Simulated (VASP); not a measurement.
Wanted: the native input for a VASP 6.6.1 run.

```
Task                   : single point
Functional             : LDA
Potentials or basis    : VASP PAW LDA potentials, release 64 (Mg, B)
Cutoff                 : 520 eV
k mesh                 : 12 × 12 × 9
Occupations            : fermi-dirac, width 0.05 eV
Spin                   : no spin polarisation
Dipole correction      : no
Further INCAR settings : ALGO = Normal; EDIFF = 1e-06; NBANDS = 11
```

The structure of MgB2 lies in POSCAR:

```
MgB2
1.0
    3.0220238365      0.0000000000      0.0000000000
   -1.5110119183      2.6171494133      0.0000000000
    0.0000000000      0.0000000000      3.4510818610
Mg B
1 2
Direct
    0.0000000000      0.0000000000      0.0000000000
    0.3333333333      0.6666666667      0.5000000000
    0.6666666667      0.3333333333      0.5000000000
```

This cell differs from its parent crystal: volume scaled by 0.94.

These files were run (other wordings do the same):

INCAR

```
SYSTEM = MgB2
PREC     = Accurate       ! precision mode
ENCUT    = 520            ! plane-wave cutoff, eV
EDIFF    = 1E-6           ! SCF threshold, eV
ISMEAR   = -1             ! smearing method
SIGMA    = 0.05           ! smearing width, eV
LREAL    = .False.        ! projectors in reciprocal space
LASPH    = .True.         ! aspherical terms in the spheres
NELM     = 80             ! most SCF steps
ALGO     = Normal         ! electronic algorithm
ISIF     = 2              ! what is computed and relaxed
LWAVE    = .False.        ! write WAVECAR
LCHARG   = .False.        ! write CHGCAR
GGA      = CA             ! functional
NBANDS   = 11             ! bands
```

KPOINTS

```
Automatic mesh
0
Gamma
  12 12 9
  0 0 0
```

Potentials or basis: VASP PAW LDA potentials, release 64 (Mg, B).

The run is started by

```sh
$ cat potpaw_LDA.64/Mg/POTCAR potpaw_LDA.64/B/POTCAR > POTCAR
$ mpirun -np 1 vasp_std > vasp.out
```

Results of the run:

| Quantity | Value |
| --- | --- |
| Pressure | 1.3 GPa |
| Band gap on the k mesh | zero (band 4 reaches 7.51 eV, above the bottom of band 5 at 3.65 eV) |

It took 10 s on 1 thread of Intel(R) Xeon(R) Platinum 8488C (Sapphire Rapids) (shared host), peak memory 0.15 GiB.
